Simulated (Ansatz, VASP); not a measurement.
**GdH3S3 in VASP and in Ansatz**

File INCAR:

```
  ALGO = Normal
  EDIFF = 1E-6
  ENCUT = 520
  GGA = PE
  ISIF = 2
  ISMEAR = 0
  ISPIN = 2
  LASPH = True
  LCHARG = True
  LELF = True
  LMAXMIX = 6
  LORBIT = 11
  LREAL = False
  LVHAR = True
  LWAVE = False
  MAGMOM = 7 0 0 0 0 0 0
  NBANDS = 32
  NELM = 150
  PREC = Accurate
  SIGMA = 0.01
```

The input KPOINTS:

```
k-points
0
Gamma
  1 1 1
```

Contents of POSCAR:

```
GdH3S3
1.0
   14.0900000000      0.0000000000      0.0000000000
    0.0000000000     14.3600000000      0.0000000000
    0.0000000000      0.0000000000      9.2400000000
Gd S H
1 3 3
Direct
    0.4778608900      0.5178321700      0.4870129900
    0.6601816900      0.4896713100      0.5091331200
    0.4115557100      0.6868384400      0.5091331200
    0.3618452800      0.3769867700      0.5091331200
    0.6802995000      0.5827137900      0.5129761900
    0.3193754400      0.6574115600      0.5129761900
    0.4339077400      0.3133704700      0.5129761900
```

Input for Ansatz:

```yaml
crystal:
  lattice:
    - [14.09, 0.0, 0.0]
    - [0.0, 14.36, 0.0]
    - [0.0, 0.0, 9.24]
  atoms:
    - { symbol: Gd, position: [0.47786089, 0.51783217, 0.48701299], spin: 7.0 }
    - { symbol: S, position: [0.66018169, 0.48967131, 0.50913312] }
    - { symbol: H, position: [0.6802995, 0.58271379, 0.51297619] }
    - { symbol: S, position: [0.41155571, 0.68683844, 0.50913312] }
    - { symbol: H, position: [0.31937544, 0.65741156, 0.51297619] }
    - { symbol: S, position: [0.36184528, 0.37698677, 0.50913312] }
    - { symbol: H, position: [0.43390774, 0.31337047, 0.51297619] }
basis:
  ecutwfc: 420
  ecutrho_ratio: 4
kpoints:
  mp_grid: { grid: [1, 1, 1] }
hamiltonian:
  xc: pbe
scf:
  occupations: { method: gaussian, width: 0.01 }
output:
  forces: true
  eigenvalues: true
  populations: true
  hubbard: { sites: [{ species: Gd, l: f }] }
magnetization:
  spin_polarized: true
```

Alike in both runs: task single point; functional PBE; k mesh 1 × 1 × 1; occupations gaussian, width 0.01 eV; collinear spin.

|  | VASP | Ansatz |
| --- | --- | --- |
| version | VASP 6.6.1 | Ansatz 0.2.0 |
| potentials or method | VASP PAW PBE potentials, release 64 (Gd, S, H), cutoff 520 eV | scalar-relativistic, plane waves, PAW |
| valence electrons in the cell | 39 | 39 |

```csv
,VASP,Ansatz,Ansatz less VASP
gap on the k mesh at the Fermi level (eV),1.77,1.74,-0.025
rms of the force components (eV/Å),0.165,0.133,-0.0323
net moment per atom (μB),1.00,1.00,0.000
size of the moment on the site where the two differ most (μB),6.78,6.87,+0.093
```

Site moments also hang on the region over which each program counts them. With one functional, cell and mesh, what is left measures potentials, basis and numerics.

Spin-orbit coupling is off throughout.
